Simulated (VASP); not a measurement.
Here is a VASP 6.6.1 calculation.

The input INCAR:

```
ALGO     = Normal         # electronic algorithm
DIPOL    = 0.5 0.5 0.500
EDIFF    = 1E-6           # SCF threshold, eV
EDIFFG   = -0.03          # ionic threshold
ENCUT    = 520            # plane-wave cutoff, eV
GGA      = PE             # functional
IBRION   = 2              # ionic algorithm
IDIPOL   = 3            
ISIF     = 2              # what is computed and relaxed
ISMEAR   = 0              # smearing method
IVDW     = 12             # dispersion correction
LASPH    = T              # aspherical terms in the spheres
LCHARG   = F              # write CHGCAR
LDIPOL   = T            
LREAL    = F              # projectors in reciprocal space
LUSENCCL = F            
LWAVE    = F              # write WAVECAR
NELM     = 60             # most SCF steps
NSW      = 90             # ionic steps
PREC     = Accurate       # precision mode
SIGMA    = 0.1            # smearing width, eV
```

File KPOINTS:

```
k-points
0
Gamma
  12 12 1
```

Contents of POSCAR:

```
C
1.0
    2.4652678563      0.0000000000      0.0000000000
   -1.2326339282      2.1349845907      0.0000000000
    0.0000000000      0.0000000000     61.4401690593
C
8
Selective dynamics
Direct
    0.0000000000      0.0000000000      0.1383459735  F F F
    0.6666666667      0.3333333333      0.1383539356  F F F
    0.0000000000      0.0000000000      0.4722948460  F F F
    0.3333333333      0.6666666667      0.4722868839  F F F
    0.0000000000      0.0000000000      0.5277051540  T T T
    0.6666666667      0.3333333333      0.5277131161  T T T
    0.3333333333      0.6666666667      0.8616460644  T T T
    0.0000000000      0.0000000000      0.8616540265  T T T
```

Potentials or basis: VASP PAW PBE potentials, release 64 (C).

Launch:

```console
$ cat potpaw_PBE.64/C/POTCAR > POTCAR
$ mpirun -np 1 vasp_std > vasp.out
```

**Question.** Predict the dispersion energy per atom.

**Answer.** -0.104 eV.

**Question.** What does it give for the band gap on the k mesh?

**Answer.** Zero (filled and empty bands touch).

Final structure:
```
C
1.0
     2.46527    0.00000    0.00000
    -1.23263    2.13498    0.00000
     0.00000    0.00000   61.44017
C
8
Direct
  0.00000 0.00000 0.13835
  0.66667 0.33333 0.13835
  0.00000 0.00000 0.47229
  0.33333 0.66667 0.47229
  0.00000 0.00000 0.52771
  0.66667 0.33333 0.52771
  0.33333 0.66667 0.86165
  0.00000 0.00000 0.86165
```

Caveat: the relaxation stopped at its first step, so nothing moved.
